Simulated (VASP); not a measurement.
# Mo (P6/mmm) in VASP: a series of runs

The runs below take Mo through single point, relaxation of cell and atoms, with PBEsol.

All numbers are computed with VASP 6.6.1; they aren't measurements. Logs are shortened: lines on timing, memory, paths and dates and some standing lists are left out, and cuts for length are marked.

### Step 1. The cell of the first run

It takes space group P6/mmm (No. 191, hexagonal). The conventional cell has a = 2.739 Å, b = 2.739 Å, c = 2.514 Å, α = 90.00°, β = 90.00°, γ = 120.00°. Mo (site symmetry 6/mmm) has 8 Mo at 2.51 to 2.74 Å within 3.3 Å.

### Step 2. Single point, PBEsol

INCAR

```
PREC = Accurate ; ENCUT = 520
EDIFF = 1E-6 ; ISMEAR = -1
SIGMA = 0.05 ; LREAL = False
LASPH = True ; NELM = 80
ALGO = Normal ; ISIF = 2
LWAVE = False ; LCHARG = True
GGA = PS ; LELF = True
LVHAR = True ; NBANDS = 13
```

KPOINTS

```
regular mesh
0
Gamma
  9 9 9
```

POSCAR

```
Mo
1.0
    2.7388529302      0.0000028903      0.0000000000
   -1.3694289682      2.3719147697      0.0000000000
    0.0000000000      0.0000000000      2.5135782681
Mo
1
Direct
    0.0000000000      0.0000000000      0.5000000000
```

Potentials or basis: VASP PAW PBE potentials, release 64 (Mo_sv).

The run is started by

```
$ cat potpaw_PBE.64/Mo_sv/POTCAR > POTCAR
$ mpirun -np 1 vasp_std > vasp.out
```

OUTCAR:

```text
PREC = Accurate
   ENCUT = 520
   EDIFF = 1E-6
   ISMEAR = -1
   LREAL = False
   LASPH = True
   NELM = 80
   ISIF = 2
   GGA = PS

 ion  position               nearest neighbor table
   1  0.000  0.000  0.500-

  LATTYP: Found a hexagonal cell.
 ALAT       =     2.7388529302
 C/A-ratio  =     0.9177485364

  Lattice vectors:

 A1 = (   2.7388529302,   0.0000028903,   0.0000000000)
 A2 = (  -1.3694289682,   2.3719147697,   0.0000000000)
 A3 = (   0.0000000000,   0.0000000000,   2.5135782681)

Analysis of symmetry for initial positions (statically):
=====================================================================
 Subroutine PRICEL returns:
 Original cell was already a primitive cell.

 Routine SETGRP: Setting up the symmetry group for a
 hexagonal supercell.

 Subroutine GETGRP returns: Found 24 space group operations
 (whereof 24 operations were pure point group operations)
 out of a pool of 24 trial point group operations.

The static configuration has the point symmetry D_6h.

Analysis of symmetry for dynamics (positions and initial velocities):
=====================================================================
 Subroutine PRICEL returns:
 Original cell was already a primitive cell.

 Routine SETGRP: Setting up the symmetry group for a
 hexagonal supercell.

 Subroutine GETGRP returns: Found 24 space group operations
 (whereof 24 operations were pure point group operations)
 out of a pool of 24 trial point group operations.

The dynamic configuration has the point symmetry D_6h.

 Subroutine INISYM returns: Found 24 space group operations
 (whereof 24 operations are pure point group operations),
 and found     1 'primitive' translations

----------------------------------------------------------------------------------------

                                     Primitive cell

  volume of cell :      16.3290

  direct lattice vectors                    reciprocal lattice vectors
     2.738852930  0.000002890  0.000000000     0.365116133  0.210800411  0.000000000
    -1.369428968  2.371914770  0.000000000    -0.000000445  0.421600052  0.000000000
     0.000000000  0.000000000  2.513578268     0.000000000  0.000000000  0.397839213

  length of vectors
     2.738852930  2.738852930  2.513578268     0.421600052  0.421600052  0.397839213

  position of ions in fractional coordinates (direct lattice)
     0.000000000  0.000000000  0.500000000

  ion indices of the primitive-cell ions
   primitive index   ion index
                 1           1

----------------------------------------------------------------------------------------

 KPOINTS: regular mesh

Automatic generation of k-mesh.
 Grid dimensions read from file:
 generate k-points for:    9    9    9

 Generating k-lattice:

  Cartesian coordinates                     Fractional coordinates (reciprocal lattice)
     0.040568459  0.023422268  0.000000000     0.111111111  0.000000000  0.000000000
    -0.000000049  0.046844450  0.000000000     0.000000000  0.111111111  0.000000000
     0.000000000  0.000000000  0.044204357     0.000000000  0.000000000  0.111111111

  Length of vectors
     0.046844450  0.046844450  0.044204357

  Shift w.r.t. Gamma in fractional coordinates (k-lattice)
     0.000000000  0.000000000  0.000000000

 Subroutine IBZKPT returns following result:
 ===========================================

 Found     60 irreducible k-points:

 Following reciprocal coordinates:
            Coordinates               Weight
  0.000000  0.000000  0.000000      1.000000
  0.111111  0.000000  0.000000      6.000000
  0.222222  0.000000  0.000000      6.000000
  0.333333  0.000000  0.000000      6.000000
  0.444444  0.000000  0.000000      6.000000
  0.111111  0.111111  0.000000      6.000000
[... 16 lines left out ...]
  0.333333  0.222222  0.111111     24.000000
  0.333333  0.333333  0.111111      4.000000
 [... further k-points ...]
   k-points           NKPTS =     60   k-points in BZ     NKDIM =     60   number of bands    NBANDS=     13
   number of dos      NEDOS =    301   number of ions     NIONS =      1
   total plane-waves  NPLWV =   8000
   dimension x,y,z NGX =    20 NGY =   20 NGZ =   20
   dimension x,y,z NGXF=    40 NGYF=   40 NGZF=   40
   ions per type =               1
   NGX,Y,Z   is equivalent  to a cutoff of  12.14, 12.14, 13.23 a.u.
   NGXF,Y,Z  is equivalent  to a cutoff of  24.28, 24.28, 26.46 a.u.
 SYSTEM =  unknown system
   PREC   = accura    normal or accurate (medium, high low for compatibility)
   ISTART =      0    job   : 0-new  1-cont  2-samecut
   ICHARG =      2    charge: 1-file 2-atom 10-const
   ISPIN  =      1    spin polarized calculation?
   LNONCOLLINEAR =      F non collinear calculations
   LSORBIT =      F    spin-orbit coupling
   LASPH  =      T    aspherical Exc in radial PAW
   ENCUT  =  520.0 eV  38.22 Ry    6.18 a.u.   5.09  5.09  4.67*2*pi/ulx,y,z
   NELM   =     80;   NELMIN=  2; NELMDL= -5     # of ELM steps
   EDIFF  = 0.1E-05   stopping-criterion for ELM
   LREAL  =      F    real-space projection
   EDIFFG = 0.1E-04   stopping-criterion for IOM
   NSW    =      0    number of steps for IOM
   IBRION =     -1    ionic relax: 0-MD 1-quasi-New 2-CG
   NFREE  =      0    steps in history (QN), initial steepest desc. (CG)
   ISIF   =      2    stress and relaxation
   ISYM   =      2    0-nonsym 1-usesym 2-fastsym
   POTIM  = 0.5000    time-step for ionic-motion
   TEBEG  =    0.0;   TEEND  =   0.0 temperature during run
   PSTRESS=    0.0 pullay stress
   NELECT =      14.0000    total number of electrons
   NUPDOWN=      -1.0000    fix difference up-down
   EMIN   =  10.00;   EMAX   =-10.00  energy-range for DOS
   EFERMI =   0.00;   METHOD = LEGACY
   ISMEAR =    -1;   SIGMA  =   0.05  broadening in eV -4-tet -1-fermi 0-gaus
   EFERMI_NEDOS =   21; number of points for ismear=-14 and -15
   IALGO  =     38    algorithm
   IMIX   =      4    mixing-type and parameters
     AMIX     =   0.40;   BMIX     =  1.00
     AMIX_MAG =   1.60;   BMIX_MAG =  1.00
  volume/ion in A,a.u.               =      16.33       110.19
  Fermi-wavevector in a.u.,A,eV,Ry     =   1.555240  2.938977 32.909374  2.418771
  Thomas-Fermi vector in A             =   2.659210
   LORBIT       =      0    0 simple, 1 ext, 2 COOP (PROOUT), +10 PAW based schemes
   GGA     = PS    functional components
   LHFCALC =     F    Hartree Fock is set to
   AEXX    =    0.0000 exact exchange contribution
   IVDW    =     0    specifies the selected vdW correction
   LEPSILON=     F    determine dielectric tensor
   LRPA    =     F    only Hartree local field effects (RPA)
 non-spin polarized calculation
  energy-cutoff  :      520.00
  volume of cell :       16.33
 maximum number of plane-waves:       454
   NGX = 11   NGY = 11   NGZ =  9

 number of electron      14.0000006 magnetization

 Free energy of the ion-electron system (eV)
  ---------------------------------------------------
  ext. energy  EPLUGINS =         0.00000000
  ---------------------------------------------------
  free energy    TOTEN  =       -10.85834719 eV

  energy without entropy =      -10.84851907  energy(sigma->0) =      -10.85343313

 E-fermi :  11.4831     XC(G=0): -13.1933

 val. band max:       11.4495962442   @ k =   0.1111   0.0000   0.2222
 cond. band min:      11.4868779764   @ k =   0.2222   0.1111   0.4444
 fundamental gap:      0.0372817322
 Fermi energy:        11.4830931916

 k-point     1 :       0.0000    0.0000    0.0000
  band No.  band energies     occupation
      1     -49.3024      2.00000
      2     -22.6228      2.00000
      3     -22.6228      2.00000
      4     -22.3884      2.00000
      5       4.7720      2.00000
      6       7.2560      2.00000
      7      10.6696      2.00000
      8      10.6696      2.00000
      9      15.9315      0.00000
     10      15.9315      0.00000
     11      24.4933      0.00000
     12      27.9513      0.00000
     13      32.1244      0.00000

 k-point     2 :       0.1111    0.0000    0.0000
  band No.  band energies     occupation
      1     -49.2766      2.00000
      2     -22.7943      2.00000
      3     -22.6611      2.00000
      4     -22.3708      2.00000
      5       5.2446      2.00000
      6       7.4508      2.00000
      7      10.2296      2.00000
      8      11.1122      1.99880
      9      15.4542      0.00000
     10      15.8501      0.00000
     11      25.5449      0.00000
     12      28.8742      0.00000
     13      30.1169      0.00000

 k-point     3 :       0.2222    0.0000    0.0000
  band No.  band energies     occupation
      1     -49.2106      2.00000
      2     -23.2155      2.00000
      3     -22.7572      2.00000
      4     -22.3260      2.00000
      5       6.3197      2.00000
      6       7.8601      2.00000
      7       9.7081      2.00000
      8      12.3645      0.00000
      9      14.4372      0.00000
     10      15.6500      0.00000
     11      26.2368      0.00000
     12      28.8841      0.00000
     13      29.2684      0.00000

 k-point     4 :       0.3333    0.0000    0.0000
  band No.  band energies     occupation
      1     -49.1346      2.00000
      2     -23.6743      2.00000
      3     -22.8644      2.00000
      4     -22.2746      2.00000
      5       6.9012      2.00000
      6       7.9845      2.00000
      7      10.7719      2.00000
      8      13.4906      0.00000
      9      14.1515      0.00000
     10      15.4319      0.00000
     11      23.8018      0.00000
     12      27.0787      0.00000
     13      30.0029      0.00000

 k-point     5 :       0.4444    0.0000    0.0000
  band No.  band energies     occupation
      1     -49.0843      2.00000
      2     -23.9636      2.00000
      3     -22.9334      2.00000
      4     -22.2409      2.00000
      5       6.6770      2.00000
      6       8.3487      2.00000
      7      12.3430      0.00000
      8      12.9510      0.00000
      9      15.2946      0.00000
     10      15.7439      0.00000
     11      22.0521      0.00000
     12      25.2784      0.00000
     13      28.8755      0.00000

 k-point     6 :       0.1111    0.1111    0.0000
  band No.  band energies     occupation
      1     -49.2307      2.00000
      2     -23.0744      2.00000
      3     -22.7446      2.00000
      4     -22.3396      2.00000
      5       6.0584      2.00000
      6       7.8231      2.00000
      7       9.5653      2.00000
      8      12.0598      0.00002
      9      14.7581      0.00000
     10      15.6659      0.00000
     11      26.8440      0.00000
     12      27.9323      0.00000
     13      30.3294      0.00000

 k-point     7 :       0.2222    0.1111    0.0000
  band No.  band energies     occupation
      1     -49.1596      2.00000
      2     -23.4779      2.00000
      3     -22.8830      2.00000
      4     -22.2915      2.00000
      5       7.1188      2.00000
      6       8.1488      2.00000
      7       9.4331      2.00000
      8      13.8089      0.00000
      9      13.8842      0.00000
     10      15.3616      0.00000
     11      25.0026      0.00000
     12      26.5714      0.00000
     13      31.2034      0.00000
[... 193 lines left out ...]
 k-point    20 :       0.3333    0.1111    0.1111
  band No.  band energies     occupation
      1     -49.0650      2.00000
      2     -23.7881      2.00000
      3     -22.9796      2.00000
      4     -22.4816      2.00000
      5       7.4409      2.00000
      6       8.8887      2.00000
      7      10.3860      2.00000
      8      13.1663      0.00000
      9      14.3499      0.00000
     10      16.2600      0.00000
     11      22.9088      0.00000
     12      25.7078      0.00000
     13      29.5084      0.00000

 k-point    21 :       0.4444    0.1111    0.1111
  band No.  band energies     occupation
      1     -49.0399      2.00000
      2     -23.9193      2.00000
      3     -23.0265      2.00000
      4     -22.4630      2.00000
      5       7.2524      2.00000
      6       9.2203      2.00000
      7      10.4928      2.00000
      8      13.7770      0.00000
      9      14.2220      0.00000
     10      17.3982      0.00000
     11      21.4108      0.00000
     12      24.8005      0.00000
     13      29.4438      0.00000

 k-point    22 :       0.2222    0.2222    0.1111
  band No.  band energies     occupation
      1     -49.0697      2.00000
      2     -23.6641      2.00000
      3     -23.0802      2.00000
      4     -22.4850      2.00000
      5       8.5561      2.00000
      6       8.7265      2.00000
      7       9.4190      2.00000
      8      12.7453      0.00000
      9      14.0751      0.00000
     10      16.5682      0.00000
     11      23.6554      0.00000
     12      24.7510      0.00000
     13      30.0505      0.00000

 k-point    23 :       0.3333    0.2222    0.1111
  band No.  band energies     occupation
      1     -49.0313      2.00000
      2     -23.7656      2.00000
      3     -23.2613      2.00000
      4     -22.4565      2.00000
      5       8.4310      2.00000
      6       9.2509      2.00000
      7      10.0520      2.00000
      8      12.8591      0.00000
      9      13.5935      0.00000
     10      18.7377      0.00000
     11      21.1725      0.00000
     12      23.1967      0.00000
     13      30.4790      0.00000

 k-point    24 :       0.3333    0.3333    0.1111
  band No.  band energies     occupation
      1     -49.0180      2.00000
      2     -23.5658      2.00000
      3     -23.5658      2.00000
      4     -22.4466      2.00000
      5       9.4014      2.00000
      6       9.4758      2.00000
      7       9.4758      2.00000
      8      12.9691      0.00000
      9      12.9691      0.00000
     10      20.1902      0.00000
     11      21.0431      0.00000
     12      21.0431      0.00000
     13      32.4887      0.00000

 [... further k-points ...]
[... 5 lines left out ...]
  --------------------------------------------------------------------------------------
  -------------------------------------------------------------------------------------
  Total        0.0485555      0.0485555      0.0732908     -0.0000000      0.0000000      0.0000000
  in kB        4.7641811      4.7641811      7.1911723     -0.0000000      0.0000000      0.0000000
  external PRESSURE =       5.5731781 kB  Pullay stress =       0.0000000 kB

 VOLUME and BASIS-vectors are now :
 -----------------------------------------------------------------------------
  energy-cutoff  :      520.00
  volume of cell :       16.33
      direct lattice vectors                 reciprocal lattice vectors
     2.738852930  0.000002890  0.000000000     0.365116133  0.210800411  0.000000000
    -1.369428968  2.371914770  0.000000000    -0.000000445  0.421600052  0.000000000
     0.000000000  0.000000000  2.513578268     0.000000000  0.000000000  0.397839213

 POSITION                                       TOTAL-FORCE (eV/Angst)
 -----------------------------------------------------------------------------------
      0.00000      0.00000      1.25679        -0.000000      0.000000      0.000000
 -----------------------------------------------------------------------------------
    total drift:                               -0.000000      0.000000     -0.000000

  FREE ENERGIE OF THE ION-ELECTRON SYSTEM (eV)
  ---------------------------------------------------
  free  energy   TOTEN  =       -10.8583471887 eV

  energy  without entropy=      -10.8485190733  energy(sigma->0) =      -10.85343313
```

Run time: 6.5 s. Hardware: 1 thread of Intel Xeon 6975P-C, shared host; peak memory 0.13 GiB.

What came out:

```yaml
Free_energy: -10.8583 eV
Pressure: 0.6 GPa
Band_gap_on_the_k_mesh: zero (band 7 reaches 12.34 eV, above the bottom of band 8 at 10.67 eV)
```

Caveat: the PAW data sets were made with another functional, which shifts forces and pressure a little.

### Step 3. Relaxation of cell and atoms, PBEsol

This run uses another cell than the first one, of 16.56 Å³/atom, 1.014 times its volume.

INCAR

```
SYSTEM = Mo
PREC = Accurate ; ENCUT = 600
EDIFF = 1E-6 ; ISMEAR = -1
SIGMA = 0.05 ; LREAL = .False.
LASPH = .True. ; NELM = 60
ALGO = Normal ; ISIF = 3
LWAVE = .False. ; LCHARG = .False.
GGA = PS ; IBRION = 2
NSW = 60 ; EDIFFG = -0.02
```

KPOINTS

```
regular mesh
0
Gamma
  9 9 9
  0 0 0
```

POSCAR

```
Mo
1.0
    2.7355100000      0.0000000000      0.0000000000
   -1.3677600000      2.3690200000      0.0000000000
    0.0000000000      0.0000000000      2.5551800000
Mo
1
Direct
    0.0000000000      0.0000000000      0.5000000000
```

Potentials or basis: VASP PAW PBE potentials, release 64 (Mo_sv).

The run is started by

```
$ cat potpaw_PBE.64/Mo_sv/POTCAR > POTCAR
$ mpirun -np 1 vasp_std > vasp.out
```

Run time: 25 s. Hardware: 1 thread of Intel Xeon 6975P-C, shared host; peak memory 0.15 GiB.

Results (log left out):

- Free energy: -10.8587 eV
- Relaxed volume: 16.36 Å³/atom
- Relaxed cell: a = 2.740 Å, b = 2.740 Å, c = 2.516 Å, α = 90.00°, β = 90.00°, γ = 120.00°
- Space group after relaxing (to 0.05 Å): P6/mmm (No. 191)
- Energy gained by relaxing: 4.1 meV/atom
- Ionic steps: 9
- Pressure after relaxing: 0.0 GPa
- Band gap on the k mesh: zero (band 7 reaches 12.31 eV, above the bottom of band 8 at 10.64 eV)

The path:
```tsv
step	energy change (eV)	largest force (eV/Å)	pressure (GPa)	volume (Å³)
1	0.0000	0.0000	-2.32	16.56
2	0.0025	0.0000	5.48	15.99
3	-0.0033	0.0000	0.94	16.30
4	-0.0033	0.0000	-0.34	16.39
5	-0.0041	0.0000	0.21	16.35
6	-0.0041	0.0000	0.20	16.35
7	-0.0041	0.0000	0.17	16.35
8	-0.0041	0.0000	-0.24	16.38
9	-0.0041	0.0000	0.01	16.36
```

Final structure:
```cif
data_structure
_symmetry_space_group_name_H-M 'P 1'
_symmetry_Int_Tables_number 1
_cell_length_a 2.7402
_cell_length_b 2.7402
_cell_length_c 2.5164
_cell_angle_alpha 90.000
_cell_angle_beta 90.000
_cell_angle_gamma 120.000
_cell_volume 16.36
loop_
_atom_site_label
_atom_site_type_symbol
_atom_site_fract_x
_atom_site_fract_y
_atom_site_fract_z
_atom_site_occupancy
Mo1 Mo 0.00000 0.00000 0.50000 1
```

Levels at points of the mesh, in eV from the Fermi level:
```
           k point  band 4  band 5  band 6  band 7  band 8  band 9  band 10  band 11
(0.00, 0.00, 0.00)  -33.88   -6.70   -4.21   -0.81   -0.81    4.43     4.43    13.01
```

Caveat: the PAW data sets were made with another functional, which shifts forces and pressure a little.
